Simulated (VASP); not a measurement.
Set up this calculation in VASP 6.6.1, as the native input.

| Quantity | Value |
| --- | --- |
| Task | electric field gradients |
| Functional | LDA |
| Potentials or basis | VASP PAW LDA potentials, release 64 (Cu, O) |
| Cutoff | 520 eV |
| k mesh | 14 × 14 × 8 |
| Occupations | fermi-dirac, width 0.15 eV |
| Spin | no spin polarisation |
| Dipole correction | no |
| Further INCAR settings | ALGO = Normal; EDIFF = 1e-08; NBANDS = 25 |

The structure of CuO lies in POSCAR:

```
CuO
1.0
    2.0103211437     -2.0154209936      0.1599984018
    2.0103211437      2.0154209936      0.1599984018
   -0.4007268583      0.0000000000      5.0344714502
Cu O
2 2
Direct
   -0.0057500000      0.4942500000      0.0018500000
    0.4942500000     -0.0057500000      0.5018500000
    0.4942525538      0.4942474462      0.2518500000
    0.4942474462      0.4942525538      0.7518500000
```

These files were run (other wordings do the same):

INCAR

```
  ALGO = Normal
  EDIFF = 1E-8
  ENCUT = 520
  ISIF = 2
  ISMEAR = -1
  LASPH = T
  LCHARG = F
  LEFG = T
  LREAL = F
  LWAVE = F
  NBANDS = 25
  NELM = 100
  PREC = Accurate
  SIGMA = 0.15
```

KPOINTS

```
k-points
0
Gamma
  14 14 8
```

Potentials or basis: VASP PAW LDA potentials, release 64 (Cu, O).

The run is started by

```console
$ cat potpaw_LDA.64/Cu/POTCAR potpaw_LDA.64/O/POTCAR > POTCAR
$ mpirun -np 1 vasp_std > vasp.out
```

Results of the run:

* Pressure: 1.1 GPa
* Band gap on the k mesh: zero (bands 17 and 18 overlap by 1.23 eV)
* Largest electric field gradient by atom: Cu +33.3; O +10.4 V/Å²

Caveat: without QUAD_EFG the Cq values of the log hold for a quadrupole moment of 1 mb, not for the nuclei; semilocal functionals often make such compounds metallic where correlation or magnetic order opens a gap, which also shifts bond lengths.

It took 7.7 min on 1 thread of AMD EPYC 7R13 Processor (Zen 3), on a shared host, peak memory 0.46 GiB.
